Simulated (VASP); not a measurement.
The system is BAs.

```
CELL_PARAMETERS angstrom
0.00000 2.46362 2.46362
2.46362 0.00000 2.46362
2.46362 2.46362 0.00000
ATOMIC_POSITIONS crystal
B 0.00000 0.00000 0.00000
As 0.25000 0.25000 0.25000
```

This cell differs from its parent crystal: strain +3.0%.

Base run:

| Item | Value |
| --- | --- |
| Program | VASP 6.6.1 |
| Functional | PBE |
| Potentials or basis | VASP PAW PBE potentials, release 64 (B, As) |
| Cutoff | 500 eV |
| k mesh | 6 × 6 × 6 |
| Occupations | gaussian, width 0.01 eV |
| Spin | no spin polarisation |

Its results: band gap on the k mesh 1.35 eV, indirect (least direct gap 3.16 eV); pressure -7.8 GPa.

The run is repeated on the same cell with these changes: functional from PBE to r2SCAN; cutoff from 500 eV to 520 eV; k mesh from 6 × 6 × 6 to 10 × 10 × 10. What comes out?

Band gap on the k mesh 1.46 eV, indirect (least direct gap 3.35 eV); pressure -10.3 GPa.

Several settings changed at once, so the effect can't be laid on one alone.

Caveats: the PAW data sets were made with another functional, which shifts forces and pressure a little (some runs).

A k mesh can miss the band edges.
